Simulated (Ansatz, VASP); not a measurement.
# Two plane-wave programs on KI2

```
K I
1.0
     7.35867    0.00000    0.00000
     0.00000    7.35867    0.00000
     0.00000    0.00000    6.40068
K I
2 4
Direct
  0.00000 0.00000 0.00000
  0.50000 0.50000 0.50000
  0.34553 0.34553 0.00000
  0.15447 0.84553 0.50000
  0.65447 0.65447 0.00000
  0.84553 0.15447 0.50000
```

Alike in both runs: functional PBE; k mesh 6 × 6 × 8; occupations gaussian, width 0.1 eV; no spin polarisation.

Ansatz relaxed the structure, and its values are those at the end. VASP's run is a single point on that final structure, the one shown.

```csv
,VASP,Ansatz
version,VASP 6.6.1,Ansatz 0.2.0
potentials or method,"VASP PAW PBE potentials, release 64 (K_sv, I), cutoff 520 eV","scalar-relativistic, plane waves, PAW"
valence electrons in the cell,46,86
```

```csv
,VASP,Ansatz,Ansatz less VASP
gap on the k mesh at the Fermi level (eV),none,none,-
pressure (GPa),0.0,0.0,0.00
```

A gap of «none» marks a metal or a gap that the smearing closes. With one functional, cell and mesh, what is left measures potentials, basis and numerics. VASP's potentials hold 46 valence electrons a cell and Ansatz's 86, so a difference there can come from the potentials and not from the codes.

Neither program's run includes spin-orbit coupling.
